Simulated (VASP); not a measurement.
Sb, 2 atoms in the cell. It takes space group P6_3/mmc (No. 194, hexagonal). The conventional cell has a = 3.377 Å, b = 3.377 Å, c = 5.559 Å, α = 90.00°, β = 90.00°, γ = 120.00°. Sb (site symmetry -6m2) has 12 Sb at 3.38 to 3.40 Å within 4.4 Å. This isn't the form of Sb at room conditions, which is rhombohedral.

* Program: VASP 6.6.1
* Task: single point
* Functional: PBE
* Potentials or basis: VASP PAW PBE potentials, release 64 (Sb)
* Cutoff: 520 eV
* k mesh: 14 × 14 × 8
* Occupations: fermi-dirac, width 0.05 eV
* Spin: no spin polarisation
* Dipole correction: no
* Further INCAR settings: ALGO = Normal; EDIFF = 1e-06; NBANDS = 12

Potentials or basis: VASP PAW PBE potentials, release 64 (Sb).

Launch:

```sh
$ cat potpaw_PBE.64/Sb/POTCAR > POTCAR
$ mpirun -np 1 vasp_std > vasp.out
```

Hardware: 1 thread of AMD EPYC 7R13 (shared host).

Question: How long does it take, and how much memory?

Answer: Run time: 77 s on 1 thread of AMD EPYC 7R13, with other jobs on the host, peak memory 0.18 GiB. Counts: scf iterations 10, k points 120.
